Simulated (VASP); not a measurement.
# SnTe (rock salt type) (I4mm) in VASP: further runs

The runs below take SnTe (rock salt type) through single point, with PBE.

Everything below comes from runs of VASP 6.6.1. Logs are shortened: lines on timing, memory, paths and dates and some standing lists are left out, and cuts for length are marked.

## Step 1: The cell of the first run

It takes space group I4mm (No. 107, tetragonal). Conventional cell: a = 4.533 Å, b = 4.533 Å, c = 6.410 Å, α = 90.00°, β = 90.00°, γ = 90.00°. Sn (site symmetry 4mm) has 6 Te at 3.19 to 3.22 Å within 4.2 Å. Te (site symmetry 4mm) has 6 Sn at 3.19 to 3.22 Å within 4.2 Å.

## Step 2: Single point, PBE

Input file INCAR:

```
  PREC = Accurate
  ENCUT = 520
  EDIFF = 1E-6
  ISMEAR = -1
  SIGMA = 0.1
  LREAL = False
  LASPH = True
  NELM = 60
  ALGO = Normal
  ISIF = 2
  LWAVE = False
  LCHARG = False
  GGA = PE
  NBANDS = 17
```

Input file KPOINTS:

```
regular mesh
0
Gamma
  8 8 8
```

Input file POSCAR:

```
SnTe
1.0
    0.0000000000      3.2050000000      3.2050000000
    3.2050000000      0.0000000000      3.2050000000
    3.2050000000      3.2050000000      0.0000000000
Sn Te
1 1
Direct
   -0.0031201248      0.0031201248      0.0031201248
    0.5000000000      0.5000000000      0.5000000000
```

Potentials or basis: VASP PAW PBE potentials, release 64 (Sn_d, Te).

Launch:

```bash
$ cat potpaw_PBE.64/Sn_d/POTCAR potpaw_PBE.64/Te/POTCAR > POTCAR
$ mpirun -np 1 vasp_std > vasp.out
```

OUTCAR:

```text
PREC = Accurate
   ENCUT = 520
   EDIFF = 1E-6
   ISMEAR = -1
   LREAL = False
   LASPH = True
   NELM = 60
   ISIF = 2
   GGA = PE

 ion  position               nearest neighbor table
   1  0.997  0.003  0.003-   2 3.19   2 3.21   2 3.21   2 3.21   2 3.21   2 3.22
   2  0.500  0.500  0.500-   1 3.19   1 3.21   1 3.21   1 3.21   1 3.21   1 3.22

  LATTYP: Found a face centered cubic cell.
 ALAT       =     6.4100000000

  Lattice vectors:

 A1 = (   0.0000000000,   3.2050000000,   3.2050000000)
 A2 = (   3.2050000000,   0.0000000000,   3.2050000000)
 A3 = (   3.2050000000,   3.2050000000,   0.0000000000)

Analysis of symmetry for initial positions (statically):
=====================================================================
 Subroutine PRICEL returns:
 Original cell was already a primitive cell.

 Routine SETGRP: Setting up the symmetry group for a
 face centered cubic supercell.

 Subroutine GETGRP returns: Found  8 space group operations
 (whereof  8 operations were pure point group operations)
 out of a pool of 48 trial point group operations.

The static configuration has the point symmetry C_4v.

Analysis of symmetry for dynamics (positions and initial velocities):
=====================================================================
 Subroutine PRICEL returns:
 Original cell was already a primitive cell.

 Routine SETGRP: Setting up the symmetry group for a
 face centered cubic supercell.

 Subroutine GETGRP returns: Found  8 space group operations
 (whereof  8 operations were pure point group operations)
 out of a pool of 48 trial point group operations.

The dynamic configuration has the point symmetry C_4v.

 Subroutine INISYM returns: Found  8 space group operations
 (whereof  8 operations are pure point group operations),
 and found     1 'primitive' translations

----------------------------------------------------------------------------------------

                                     Primitive cell

  volume of cell :      65.8437

  direct lattice vectors                    reciprocal lattice vectors
     0.000000000  3.205000000  3.205000000    -0.156006240  0.156006240  0.156006240
     3.205000000  0.000000000  3.205000000     0.156006240 -0.156006240  0.156006240
     3.205000000  3.205000000  0.000000000     0.156006240  0.156006240 -0.156006240

  length of vectors
     4.532554467  4.532554467  4.532554467     0.270210734  0.270210734  0.270210734

  position of ions in fractional coordinates (direct lattice)
[... 72 lines left out ...]
   ICHARG =      2    charge: 1-file 2-atom 10-const
   ISPIN  =      1    spin polarized calculation?
   LNONCOLLINEAR =      F non collinear calculations
   LSORBIT =      F    spin-orbit coupling
   LASPH  =      T    aspherical Exc in radial PAW
   ENCUT  =  520.0 eV  38.22 Ry    6.18 a.u.   8.43  8.43  8.43*2*pi/ulx,y,z
   NELM   =     60;   NELMIN=  2; NELMDL= -5     # of ELM steps
   EDIFF  = 0.1E-05   stopping-criterion for ELM
   LREAL  =      F    real-space projection
   EDIFFG = 0.1E-04   stopping-criterion for IOM
   NSW    =      0    number of steps for IOM
   IBRION =     -1    ionic relax: 0-MD 1-quasi-New 2-CG
   NFREE  =      0    steps in history (QN), initial steepest desc. (CG)
   ISIF   =      2    stress and relaxation
   ISYM   =      2    0-nonsym 1-usesym 2-fastsym
   POTIM  = 0.5000    time-step for ionic-motion
   TEBEG  =    0.0;   TEEND  =   0.0 temperature during run
   PSTRESS=    0.0 pullay stress
   NELECT =      20.0000    total number of electrons
   NUPDOWN=      -1.0000    fix difference up-down
   EMIN   =  10.00;   EMAX   =-10.00  energy-range for DOS
   EFERMI =   0.00;   METHOD = LEGACY
   ISMEAR =    -1;   SIGMA  =   0.10  broadening in eV -4-tet -1-fermi 0-gaus
   EFERMI_NEDOS =   21; number of points for ismear=-14 and -15
   IALGO  =     38    algorithm
   IMIX   =      4    mixing-type and parameters
     AMIX     =   0.40;   BMIX     =  1.00
     AMIX_MAG =   1.60;   BMIX_MAG =  1.00
  volume/ion in A,a.u.               =      32.92       222.17
  Fermi-wavevector in a.u.,A,eV,Ry     =   1.100475  2.079596 16.477267  1.211045
  Thomas-Fermi vector in A             =   2.236887
   LORBIT       =      0    0 simple, 1 ext, 2 COOP (PROOUT), +10 PAW based schemes
   GGA     = PE    functional components
   LHFCALC =     F    Hartree Fock is set to
   AEXX    =    0.0000 exact exchange contribution
   IVDW    =     0    specifies the selected vdW correction
   LEPSILON=     F    determine dielectric tensor
   LRPA    =     F    only Hartree local field effects (RPA)
 non-spin polarized calculation
  energy-cutoff  :      520.00
  volume of cell :       65.84
 maximum number of plane-waves:      1807
 NGX is ok and might be reduce to    36
   NGX = 17   NGY = 17   NGZ = 17

 number of electron      20.0000001 magnetization

 Free energy of the ion-electron system (eV)
  ---------------------------------------------------
  ext. energy  EPLUGINS =         0.00000000
  ---------------------------------------------------
  free energy    TOTEN  =        -7.56599778 eV

  energy without entropy =       -7.56147892  energy(sigma->0) =       -7.56373835

 E-fermi :   6.3498     XC(G=0):  -9.2668

 val. band max:        6.3143034555   @ k =   0.5000   0.0000   0.0000
 cond. band min:       6.3857153661   @ k =   0.5000   0.0000   0.0000
 fundamental gap:      0.0714119107
 Fermi energy:         6.3498176105

 k-point     1 :       0.0000    0.0000    0.0000
  band No.  band energies     occupation
      1     -15.5570      2.00000
      2     -15.5569      2.00000
      3     -15.5539      2.00000
      4     -15.5538      2.00000
      5     -15.5538      2.00000
      6      -6.1042      2.00000
[... 457 lines left out ...]
      4     -15.5482      2.00000
      5     -15.5470      2.00000
      6      -4.8387      2.00000
[... 9 lines left out ...]
     16      15.4436      0.00000
     17      16.2541      0.00000

 [... further k-points ...]
[... 5 lines left out ...]
  --------------------------------------------------------------------------------------
  -------------------------------------------------------------------------------------
  Total       -0.0238107     -0.0272798     -0.0272798     -0.0000000      0.0000000      0.0000000
  in kB       -0.5793857     -0.6637997     -0.6637997     -0.0000000      0.0000000      0.0000000
  external PRESSURE =      -0.6356617 kB  Pullay stress =       0.0000000 kB

 VOLUME and BASIS-vectors are now :
 -----------------------------------------------------------------------------
  energy-cutoff  :      520.00
  volume of cell :       65.84
      direct lattice vectors                 reciprocal lattice vectors
     0.000000000  3.205000000  3.205000000    -0.156006240  0.156006240  0.156006240
     3.205000000  0.000000000  3.205000000     0.156006240 -0.156006240  0.156006240
     3.205000000  3.205000000  0.000000000     0.156006240  0.156006240 -0.156006240

 POSITION                                       TOTAL-FORCE (eV/Angst)
 -----------------------------------------------------------------------------------
      0.02000      3.20500      3.20500         0.005238      0.000000      0.000000
      3.20500      3.20500      3.20500        -0.005238      0.000000      0.000000
 -----------------------------------------------------------------------------------
    total drift:                               -0.000428     -0.000001     -0.000001

  FREE ENERGIE OF THE ION-ELECTRON SYSTEM (eV)
  ---------------------------------------------------
  free  energy   TOTEN  =        -7.5659977757 eV

  energy  without entropy=       -7.5614789157  energy(sigma->0) =       -7.56373835
```

OSZICAR:

```text
N       E                     dE             d eps       ncg     rms          rms(c)
DAV:   1     0.125584279433E+03    0.12558E+03   -0.94718E+03  2026   0.134E+03
DAV:   2     0.424972032597E+01   -0.12133E+03   -0.11821E+03  2161   0.329E+02
DAV:   3    -0.728223938998E+01   -0.11532E+02   -0.11422E+02  2473   0.903E+01
DAV:   4    -0.761876566640E+01   -0.33653E+00   -0.33630E+00  2413   0.160E+01
DAV:   5    -0.763237859456E+01   -0.13613E-01   -0.13612E-01  2950   0.314E+00    0.411E+00
DAV:   6    -0.756403235394E+01    0.68346E-01   -0.16174E-01  2697   0.252E+00    0.257E+00
DAV:   7    -0.756510897524E+01   -0.10766E-02   -0.56808E-02  2367   0.110E+00    0.868E-01
DAV:   8    -0.756591494454E+01   -0.80597E-03   -0.73648E-03  2508   0.683E-01    0.162E-01
DAV:   9    -0.756598669780E+01   -0.71753E-04   -0.84332E-04  2804   0.260E-01    0.444E-02
DAV:  10    -0.756599069667E+01   -0.39989E-05   -0.13202E-04  2573   0.894E-02    0.203E-02
DAV:  11    -0.756599812094E+01   -0.74243E-05   -0.45460E-05  2481   0.477E-02    0.265E-02
DAV:  12    -0.756599777569E+01    0.34526E-06   -0.27277E-06  2382   0.884E-03
   1 F= -.75659978E+01 E0= -.75637383E+01  d E =-.451886E-02
```

stdout:

```text
POSCAR found type information on POSCAR SnTe
 POSCAR found :  2 types and       2 ions
 scaLAPACK will be used
 LDA part: xc-table for (Slater+PW92), standard interpolation
 POSCAR, INCAR and KPOINTS ok, starting setup
 FFT: planning ... GRIDC
 FFT: planning ... GRID_SOFT
 FFT: planning ... GRID
 WAVECAR not read
 entering main loop
```

It took 1.8 min on 1 thread of AMD EPYC 7R43 (Zen 3), shared host; peak memory 0.2 GiB.

What came out:

* Free energy: -7.5660 eV
* Pressure: -0.1 GPa
* Largest force: 0.005 eV/Å
* Band gap on the k mesh: 0.07 eV, direct

Forces in eV/Å, atoms in the order of the input:
```
Sn   0.005  0.000  0.000
Te  -0.005  0.000  0.000
```

Caveat: spin-orbit coupling is left out, which moves the levels of the heavy elements. A k mesh can miss the band edges.

## Step 3: Single point, PBE

Input file INCAR:

```
SYSTEM = SnTe
PREC = Accurate ; ENCUT = 520
EDIFF = 1E-6 ; ISMEAR = -1
SIGMA = 0.1 ; LREAL = .False.
LASPH = .True. ; NELM = 60
ALGO = Normal ; ISIF = 2
LWAVE = .False. ; LCHARG = .False.
GGA = PE ; NBANDS = 17
```

Input file KPOINTS:

```
Automatic mesh
0
Gamma
  8 8 8
  0 0 0
```

POSCAR is that of step 2.

Potentials or basis: VASP PAW PBE potentials, release 64 (Sn_d, Te).

Launch:

```bash
$ cat potpaw_PBE.64/Sn_d/POTCAR potpaw_PBE.64/Te/POTCAR > POTCAR
$ mpirun -np 1 vasp_std > vasp.out
```

Run time: 79 s. Hardware: 1 thread of AMD EPYC 7R43 (Zen 3), shared host; peak memory 0.21 GiB.

The run converged. Its results:

* Free energy: -7.5660 eV
* Pressure: -0.1 GPa
* Largest force: 0.005 eV/Å
* Band gap on the k mesh: 0.07 eV, direct

Forces on the atoms (eV/Å):
```
Sn   0.005  0.000  0.000
Te  -0.005  0.000  0.000
```

Levels at points of the mesh, in eV from the valence-band top:
```csv
k point,band 8,band 9,band 10,band 11,band 12,band 13
"(0.00, 0.00, 0.00)",-1.99,-1.99,-1.99,3.25,3.25,3.26
"(0.50, 0.00, 0.00)",-1.67,-1.67,0.00,0.07,0.46,0.46
"(0.50, 0.50, 0.00)",-5.20,-3.48,-3.48,2.39,4.70,4.70
"(0.00, 0.50, 0.50)",-5.20,-3.48,-3.48,2.39,4.70,4.70
```

Caveat: spin-orbit coupling is left out, which moves the levels of the heavy elements. A k mesh can miss the band edges.
